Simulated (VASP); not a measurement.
A run of VASP 6.6.1:

Contents of POSCAR:

```
W
1.0
    0.0000000000      2.0300000000      2.0300000000
    2.0300000000      0.0000000000      2.0300000000
    2.0300000000      2.0300000000      0.0000000000
W
1
Direct
    0.0000000000      0.0000000000      0.0000000000
```

Contents of INCAR.step1:

```
SYSTEM = W
  PREC = Accurate
  ENCUT = 520
  EDIFF = 1E-5
  ISMEAR = -1
  SIGMA = 0.05
  LREAL = .False.
  LASPH = .True.
  NELM = 60
  ALGO = Normal
  ISIF = 2
  LWAVE = .True.
  LCHARG = .False.
  GGA = PE
  NBANDS = 13
```

The input INCAR.step2:

```
SYSTEM = W
  PREC = Accurate
  ENCUT = 520
  EDIFF = 1E-6
  ISMEAR = -1
  SIGMA = 0.05
  LREAL = .False.
  LASPH = .True.
  NELM = 60
  ALGO = Normal
  ISIF = 2
  LWAVE = .False.
  LCHARG = .False.
  METAGGA = R2SCAN
  LHFCALC = .True.
  AEXX = 0.5
  LMIXTAU = .True.
  PRECFOCK = Normal
  ISTART = 1
  NBANDS = 13
```

KPOINTS

```
Automatic mesh
0
Gamma
  6 6 6
  0 0 0
```

Potentials or basis: VASP PAW PBE potentials, release 64 (W_sv).

Run with:

```bash
$ cat potpaw_PBE.64/W_sv/POTCAR > POTCAR
$ cp INCAR.step1 INCAR
$ mpirun -np 1 vasp_std > vasp.out
$ cp INCAR.step2 INCAR
$ mpirun -np 1 vasp_std > vasp.out
```

Hardware: 1 thread of Intel(R) Xeon(R) Platinum 8559C (Emerald Rapids) (shared host).

Q: How long does it take, and how much memory?

A: Run time: 48 min on 1 thread of Intel(R) Xeon(R) Platinum 8559C (Emerald Rapids), with other jobs on the host, peak memory 0.17 GiB. Counts: k points 16.
